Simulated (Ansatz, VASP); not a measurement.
Two plane-wave programs on Zn

```
CELL_PARAMETERS angstrom
2.56357 0.00000 0.00000
0.00000 2.56357 0.00000
0.00000 0.00000 2.56357
ATOMIC_POSITIONS crystal
Zn 0.00000 0.00000 0.00000
```

Alike in both runs: task single point; functional PBEsol; k mesh 14 × 14 × 14; occupations fermi-dirac, width 0.1 eV; no spin polarisation.

|  | VASP | Ansatz |
| --- | --- | --- |
| version | VASP 6.6.1 | Ansatz 0.2.0 |
| potentials or method | VASP PAW PBE potentials, release 64 (Zn), cutoff 520 eV | plane waves (420 eV) with PAW, scalar-relativistic |
| valence electrons in the cell | 12 | 12 |

|  | VASP | Ansatz | Ansatz less VASP |
| --- | --- | --- | --- |
| pressure (GPa) | 0.4 | 0.2 | -0.27 |

VASP's potentials were made for PBE, not for PBEsol, and Ansatz warns of the same on its side.
